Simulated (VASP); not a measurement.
Input of a VASP 6.6.1 run:

Contents of INCAR:

```
SYSTEM = CdF2
PREC = Accurate ; ENCUT = 520
EDIFF = 1E-7 ; ISMEAR = 0
SIGMA = 0.02 ; LREAL = .False.
LASPH = .True. ; NELM = 60
ALGO = Normal ; ISIF = 2
LWAVE = .False. ; LCHARG = .False.
GGA = PE ; IVDW = 12
NBANDS = 20
```

KPOINTS

```
Automatic mesh
0
Gamma
  8 8 8
  0 0 0
```

POSCAR

```
CdF2
1.0
    0.0000000000      2.6379932570      2.6379932570
    2.6379932570      0.0000000000      2.6379932570
    2.6379932570      2.6379932570      0.0000000000
Cd F
1 2
Direct
    0.0000000000      0.0000000000      0.0000000000
    0.2500000000      0.2500000000      0.2500000000
    0.7500000000      0.7500000000      0.7500000000
```

Potentials or basis: VASP PAW PBE potentials, release 64 (Cd, F).

Command:

```sh
$ cat potpaw_PBE.64/Cd/POTCAR potpaw_PBE.64/F/POTCAR > POTCAR
$ mpirun -np 1 vasp_std > vasp.out
```

(1) Estimate the band gap on the k mesh.

(2) Estimate the dispersion energy per atom.

(3) Estimate the pressure.

Answers

(1) 3.29 eV, indirect (least direct gap 3.70 eV).

(2) -0.178 eV.

(3) 12.8 GPa.
